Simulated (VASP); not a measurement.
Ni: single point with PBE

Ni:

```xyz
1
Lattice="0.0000 1.7572 1.7572 1.7572 0.0000 1.7572 1.7572 1.7572 0.0000" Properties=species:S:1:pos:R:3 pbc="T T T"
Ni    0.0000    0.0000    0.0000
```

```json
{
  "Program": "VASP 6.6.1",
  "Task": "single point",
  "Functional": "PBE",
  "Potentials or basis": "VASP PAW PBE potentials, release 64 (Ni)",
  "Cutoff": "520 eV",
  "k mesh": "15 × 15 × 15",
  "Occupations": "gaussian, width 1 eV",
  "Spin": "no spin polarisation",
  "Dipole correction": "no",
  "Further INCAR settings": "ALGO = Normal; EDIFF = 1e-07; NBANDS = 11"
}
```

```yaml
Pressure: 4.3 GPa
Band_gap_on_the_k_mesh: zero (band 5 reaches 9.35 eV, above the bottom of band 6 at 8.39 eV)
```

Levels at points of the mesh, in eV from the Fermi level:
| k point | band 1 | band 2 | band 3 | band 4 | band 5 | band 6 | band 7 | band 8 | band 9 | band 10 |
| --- | --- | --- | --- | --- | --- | --- | --- | --- | --- | --- |
| (0.00, 0.00, 0.00) | -9.15 | -2.17 | -2.17 | -2.17 | -1.09 | -1.09 | 23.57 | 27.51 | 27.51 | 27.51 |

Run time: 33 s on 1 thread of AMD EPYC 7R13, with other jobs on the host, peak memory 0.1 GiB.

Caveat: the run has no spin polarisation, though such a crystal can be magnetic. Spin polarisation is off, so any magnetic state and its effect on volume and gap are missing.
